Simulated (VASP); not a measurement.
# W (Im-3m) in VASP: further runs

The runs below take W through single point, relaxation of cell and atoms, with PBEsol.

All numbers are computed with VASP 6.6.1; they aren't measurements. Logs are shortened: lines on timing, memory, paths and dates and some standing lists are left out, and cuts for length are marked.

## 1. The cell of the first run

It takes space group Im-3m (No. 229, cubic). The conventional cell has a = 3.155 Å, b = 3.155 Å, c = 3.155 Å, α = 90.00°, β = 90.00°, γ = 90.00°. Within 3.6 Å of W (site symmetry m-3m) lie 14 W at 2.73 to 3.16 Å.

## 2. Single point, PBEsol

Contents of INCAR:

```
PREC     = Accurate       # precision mode
ENCUT    = 520            # plane-wave cutoff, eV
EDIFF    = 1E-7           # SCF threshold, eV
ISMEAR   = 0              # smearing method
SIGMA    = 0.1            # smearing width, eV
LREAL    = False          # projectors in reciprocal space
LASPH    = True           # aspherical terms in the spheres
NELM     = 60             # most SCF steps
ALGO     = Fast           # electronic algorithm
ISIF     = 2              # what is computed and relaxed
LWAVE    = False          # write WAVECAR
LCHARG   = False          # write CHGCAR
GGA      = PS             # functional
NBANDS   = 13             # bands
```

Contents of KPOINTS:

```
Automatic mesh
0
Gamma
  8 8 8
```

Contents of POSCAR:

```
W
1.0
   -1.5777232505      1.5777232505      1.5777232505
    1.5777232505     -1.5777232505      1.5777232505
    1.5777232505      1.5777232505     -1.5777232505
W
1
Direct
    0.0000000000      0.0000000000      0.0000000000
```

Potentials or basis: VASP PAW PBE potentials, release 64 (W_sv).

On the command line:

```
cat potpaw_PBE.64/W_sv/POTCAR > POTCAR
mpirun -np 1 vasp_std > vasp.out
```

OUTCAR:

```text
PREC = Accurate
   ENCUT = 520
   EDIFF = 1E-7
   ISMEAR = 0
   LREAL = False
   LASPH = True
   NELM = 60
   ISIF = 2
   GGA = PS

 ion  position               nearest neighbor table
   1  0.000  0.000  0.000-

  LATTYP: Found a body centered cubic cell.
 ALAT       =     3.1554465010

  Lattice vectors:

 A1 = (  -1.5777232505,   1.5777232505,   1.5777232505)
 A2 = (   1.5777232505,  -1.5777232505,   1.5777232505)
 A3 = (   1.5777232505,   1.5777232505,  -1.5777232505)

Analysis of symmetry for initial positions (statically):
=====================================================================
 Subroutine PRICEL returns:
 Original cell was already a primitive cell.

 Routine SETGRP: Setting up the symmetry group for a
 body centered cubic supercell.

 Subroutine GETGRP returns: Found 48 space group operations
 (whereof 48 operations were pure point group operations)
 out of a pool of 48 trial point group operations.

The static configuration has the point symmetry O_h .

Analysis of symmetry for dynamics (positions and initial velocities):
=====================================================================
 Subroutine PRICEL returns:
 Original cell was already a primitive cell.

 Routine SETGRP: Setting up the symmetry group for a
 body centered cubic supercell.

 Subroutine GETGRP returns: Found 48 space group operations
 (whereof 48 operations were pure point group operations)
 out of a pool of 48 trial point group operations.

The dynamic configuration has the point symmetry O_h .

 Subroutine INISYM returns: Found 48 space group operations
 (whereof 48 operations are pure point group operations),
 and found     1 'primitive' translations

----------------------------------------------------------------------------------------

                                     Primitive cell

  volume of cell :      15.7091

  direct lattice vectors                    reciprocal lattice vectors
    -1.577723251  1.577723251  1.577723251     0.000000000  0.316912361  0.316912361
     1.577723251 -1.577723251  1.577723251     0.316912361  0.000000000  0.316912361
     1.577723251  1.577723251 -1.577723251     0.316912361  0.316912361  0.000000000

  length of vectors
     2.732696830  2.732696830  2.732696830     0.448181759  0.448181759  0.448181759

  position of ions in fractional coordinates (direct lattice)
     0.000000000  0.000000000  0.000000000

  ion indices of the primitive-cell ions
   primitive index   ion index
                 1           1

----------------------------------------------------------------------------------------

 KPOINTS: Automatic mesh

Automatic generation of k-mesh.
 Grid dimensions read from file:
 generate k-points for:    8    8    8

 Generating k-lattice:

  Cartesian coordinates                     Fractional coordinates (reciprocal lattice)
     0.000000000  0.039614045  0.039614045     0.125000000  0.000000000  0.000000000
     0.039614045  0.000000000  0.039614045     0.000000000  0.125000000  0.000000000
     0.039614045  0.039614045  0.000000000     0.000000000  0.000000000  0.125000000

  Length of vectors
     0.056022720  0.056022720  0.056022720

  Shift w.r.t. Gamma in fractional coordinates (k-lattice)
     0.000000000  0.000000000  0.000000000

 Subroutine IBZKPT returns following result:
 ===========================================

 Found     29 irreducible k-points:

 Following reciprocal coordinates:
            Coordinates               Weight
  0.000000  0.000000  0.000000      1.000000
  0.125000  0.000000  0.000000     12.000000
  0.250000  0.000000  0.000000     12.000000
  0.375000  0.000000  0.000000     12.000000
  0.500000  0.000000  0.000000      6.000000
  0.125000  0.125000  0.000000     24.000000
[... 16 lines left out ...]
 -0.250000  0.250000  0.250000      6.000000
 -0.375000  0.375000  0.250000     24.000000
 [... further k-points ...]
   k-points           NKPTS =     29   k-points in BZ     NKDIM =     29   number of bands    NBANDS=     13
   number of dos      NEDOS =    301   number of ions     NIONS =      1
   total plane-waves  NPLWV =   8000
   dimension x,y,z NGX =    20 NGY =   20 NGZ =   20
   dimension x,y,z NGXF=    40 NGYF=   40 NGZF=   40
   ions per type =               1
   NGX,Y,Z   is equivalent  to a cutoff of  12.17, 12.17, 12.17 a.u.
   NGXF,Y,Z  is equivalent  to a cutoff of  24.33, 24.33, 24.33 a.u.
 SYSTEM =  unknown system
   PREC   = accura    normal or accurate (medium, high low for compatibility)
   ISTART =      0    job   : 0-new  1-cont  2-samecut
   ICHARG =      2    charge: 1-file 2-atom 10-const
   ISPIN  =      1    spin polarized calculation?
   LNONCOLLINEAR =      F non collinear calculations
   LSORBIT =      F    spin-orbit coupling
   LASPH  =      T    aspherical Exc in radial PAW
   ENCUT  =  520.0 eV  38.22 Ry    6.18 a.u.   5.08  5.08  5.08*2*pi/ulx,y,z
   NELM   =     60;   NELMIN=  2; NELMDL= -5     # of ELM steps
   EDIFF  = 0.1E-06   stopping-criterion for ELM
   LREAL  =      F    real-space projection
   EDIFFG = 0.1E-05   stopping-criterion for IOM
   NSW    =      0    number of steps for IOM
   IBRION =     -1    ionic relax: 0-MD 1-quasi-New 2-CG
   NFREE  =      0    steps in history (QN), initial steepest desc. (CG)
   ISIF   =      2    stress and relaxation
   ISYM   =      2    0-nonsym 1-usesym 2-fastsym
   POTIM  = 0.5000    time-step for ionic-motion
   TEBEG  =    0.0;   TEEND  =   0.0 temperature during run
   PSTRESS=    0.0 pullay stress
   NELECT =      14.0000    total number of electrons
   NUPDOWN=      -1.0000    fix difference up-down
   EMIN   =  10.00;   EMAX   =-10.00  energy-range for DOS
   EFERMI =   0.00;   METHOD = LEGACY
   ISMEAR =     0;   SIGMA  =   0.10  broadening in eV -4-tet -1-fermi 0-gaus
   EFERMI_NEDOS =   21; number of points for ismear=-14 and -15
   IALGO  =     68    algorithm
   IMIX   =      4    mixing-type and parameters
     AMIX     =   0.40;   BMIX     =  1.00
     AMIX_MAG =   1.60;   BMIX_MAG =  1.00
  volume/ion in A,a.u.               =      15.71       106.01
  Fermi-wavevector in a.u.,A,eV,Ry     =   1.575433  2.977137 33.769525  2.481990
  Thomas-Fermi vector in A             =   2.676418
   LORBIT       =      0    0 simple, 1 ext, 2 COOP (PROOUT), +10 PAW based schemes
   GGA     = PS    functional components
   LHFCALC =     F    Hartree Fock is set to
   AEXX    =    0.0000 exact exchange contribution
   IVDW    =     0    specifies the selected vdW correction
   LEPSILON=     F    determine dielectric tensor
   LRPA    =     F    only Hartree local field effects (RPA)
 non-spin polarized calculation
 RMM-DIIS sequential band-by-band and
 Gauss-broadening in eV      SIGMA  =   0.10
  energy-cutoff  :      520.00
  volume of cell :       15.71
 maximum number of plane-waves:       429
   NGX = 11   NGY = 11   NGZ = 11

 number of electron      14.0000005 magnetization

 Free energy of the ion-electron system (eV)
  ---------------------------------------------------
  ext. energy  EPLUGINS =         0.00000000
  ---------------------------------------------------
  free energy    TOTEN  =       -13.80468020 eV

  energy without entropy =      -13.80467839  energy(sigma->0) =      -13.80467930

 E-fermi :  11.1736     XC(G=0): -13.8122

 val. band max:       10.8916987342   @ k =   0.1250   0.0000   0.0000
 cond. band min:      11.4564969677   @ k =  -0.2500   0.2500   0.1250
 fundamental gap:      0.5647982335
 Fermi energy:        11.1735878523

 k-point     1 :       0.0000    0.0000    0.0000
  band No.  band energies     occupation
      1     -62.7282      2.00000
      2     -26.2723      2.00000
      3     -26.2723      2.00000
      4     -26.2723      2.00000
      5       1.7030      2.00000
      6      10.1582      2.00000
      7      10.1582      2.00000
      8      10.1582      2.00000
      9      13.6617      0.00000
     10      13.6618      0.00000
     11      25.9680      0.00000
     12      25.9680      0.00000
     13      25.9680      0.00000

 k-point     2 :       0.1250    0.0000    0.0000
  band No.  band energies     occupation
      1     -62.7078      2.00000
      2     -26.4821      2.00000
      3     -26.3379      2.00000
      4     -26.2735      2.00000
      5       2.4425      2.00000
      6       9.7244      2.00000
      7      10.0085      2.00000
      8      10.8917      1.99993
      9      13.1135      0.00000
     10      13.6780      0.00000
     11      26.5224      0.00000
     12      27.2336      0.00000
     13      27.6004      0.00000

 k-point     3 :       0.2500    0.0000    0.0000
  band No.  band energies     occupation
      1     -62.6583      2.00000
      2     -26.9663      2.00000
      3     -26.4930      2.00000
      4     -26.2763      2.00000
      5       4.1411      2.00000
      6       8.8257      2.00000
      7       9.5275      2.00000
      8      12.9618      0.00000
      9      13.0381      0.00000
     10      13.8555      0.00000
     11      26.2355      0.00000
     12      28.0795      0.00000
     13      30.5789      0.00000
[... 305 lines left out ...]
 k-point    23 :      -0.2500    0.2500    0.2500
  band No.  band energies     occupation
      1     -62.5974      2.00000
      2     -26.9910      2.00000
      3     -26.7314      2.00000
      4     -26.7314      2.00000
      5       6.1668      2.00000
      6       8.5263      2.00000
      7      10.8684      1.99998
      8      10.8684      1.99998
      9      12.7816      0.00000
     10      14.9252      0.00000
     11      25.9813      0.00000
     12      31.0949      0.00000
     13      31.0950      0.00000

 k-point    24 :      -0.3750    0.3750    0.2500
  band No.  band energies     occupation
      1     -62.5540      2.00000
      2     -27.2684      2.00000
      3     -26.8942      2.00000
      4     -26.7707      2.00000
      5       6.8086      2.00000
      6       7.5225      2.00000
      7      10.8726      1.99998
      8      11.6747      0.00000
      9      15.1887      0.00000
     10      15.8441      0.00000
     11      25.2379      0.00000
     12      27.7734      0.00000
     13      28.8844      0.00000

 [... further k-points ...]
[... 5 lines left out ...]
  --------------------------------------------------------------------------------------
  -------------------------------------------------------------------------------------
  Total        0.0714097      0.0714097      0.0714097      0.0000000      0.0000000     -0.0000000
  in kB        7.2830863      7.2830863      7.2830863      0.0000000      0.0000000     -0.0000000
  external PRESSURE =       7.2830863 kB  Pullay stress =       0.0000000 kB

 VOLUME and BASIS-vectors are now :
 -----------------------------------------------------------------------------
  energy-cutoff  :      520.00
  volume of cell :       15.71
      direct lattice vectors                 reciprocal lattice vectors
    -1.577723251  1.577723251  1.577723251     0.000000000  0.316912361  0.316912361
     1.577723251 -1.577723251  1.577723251     0.316912361  0.000000000  0.316912361
     1.577723251  1.577723251 -1.577723251     0.316912361  0.316912361  0.000000000

 POSITION                                       TOTAL-FORCE (eV/Angst)
 -----------------------------------------------------------------------------------
      0.00000      0.00000      0.00000        -0.000000      0.000000      0.000000
 -----------------------------------------------------------------------------------
    total drift:                                0.000000     -0.000000      0.000000

  FREE ENERGIE OF THE ION-ELECTRON SYSTEM (eV)
  ---------------------------------------------------
  free  energy   TOTEN  =       -13.8046802046 eV

  energy  without entropy=      -13.8046783933  energy(sigma->0) =      -13.80467930
```

Run time: 3.9 s. Hardware: 1 thread of Intel Xeon 6975P-C (Granite Rapids), shared host; peak memory 0.12 GiB.

What came out:

* Free energy: -13.8047 eV
* Pressure: 0.7 GPa
* Band gap on the k mesh: zero (band 7 reaches 16.65 eV, above the bottom of band 8 at 10.16 eV)

Levels at points of the mesh, in eV from the Fermi level:
| k point | band 3 | band 4 | band 5 | band 6 | band 7 | band 8 | band 9 | band 10 | band 11 | band 12 |
| --- | --- | --- | --- | --- | --- | --- | --- | --- | --- | --- |
| (0.00, 0.00, 0.00) | -37.45 | -37.45 | -9.47 | -1.02 | -1.02 | -1.02 | 2.49 | 2.49 | 14.79 | 14.79 |
| (0.50, 0.00, 0.00) | -37.88 | -37.45 | -6.12 | -3.38 | 0.96 | 2.39 | 3.38 | 6.48 | 11.45 | 11.76 |
| (0.50, 0.50, 0.50) | -38.38 | -38.38 | -5.69 | -5.69 | 5.48 | 5.48 | 5.48 | 8.56 | 8.56 | 8.56 |

Caveat: the PAW data sets were made with another functional, which shifts forces and pressure a little; spin-orbit coupling is left out, which moves the levels of the heavy elements.

## 3. Single point, PBEsol

This run uses another cell than the first one, of 16.41 Å³/atom, 1.044 times its volume.

Contents of INCAR:

```
PREC = Accurate
ENCUT = 520
EDIFF = 1E-6
ISMEAR = 0
SIGMA = 0.1
LREAL = F
LASPH = T
NELM = 60
ALGO = Normal
ISIF = 2
LWAVE = F
LCHARG = F
GGA = PS
NBANDS = 13
```

KPOINTS is that of step 2.

Contents of POSCAR:

```
W
1.0
   -1.6007500000      1.6007500000      1.6007500000
    1.6007500000     -1.6007500000      1.6007500000
    1.6007500000      1.6007500000     -1.6007500000
W
1
Direct
    0.0000000000      0.0000000000      0.0000000000
```

Potentials or basis: VASP PAW PBE potentials, release 64 (W_sv).

On the command line:

```
cat potpaw_PBE.64/W_sv/POTCAR > POTCAR
mpirun -np 1 vasp_std > vasp.out
```

Run time: 3.7 s. Hardware: 1 thread of Intel Xeon 6975P-C (Granite Rapids), shared host; peak memory 0.13 GiB.

The run converged. Its results:

| Item | Value |
| --- | --- |
| Free energy | -13.7785 eV |
| Pressure | -12.4 GPa |
| Band gap on the k mesh | zero (band 7 reaches 15.72 eV, above the bottom of band 8 at 9.61 eV) |

Levels at points of the mesh, in eV from the Fermi level:
| k point | band 4 | band 5 | band 6 | band 7 | band 8 | band 9 | band 10 | band 11 |
| --- | --- | --- | --- | --- | --- | --- | --- | --- |
| (0.00, 0.00, 0.00) | -37.59 | -9.26 | -0.97 | -0.97 | -0.97 | 2.36 | 2.36 | 14.67 |
| (0.50, 0.00, 0.00) | -37.60 | -5.86 | -3.20 | 0.79 | 2.24 | 3.17 | 6.07 | 10.72 |
| (0.50, 0.50, 0.50) | -38.40 | -5.38 | -5.38 | 5.14 | 5.14 | 5.14 | 8.19 | 8.19 |

Caveat: the PAW data sets were made with another functional, which shifts forces and pressure a little; spin-orbit coupling is left out, which moves the levels of the heavy elements.

(Part 1 of 2 ends here.)
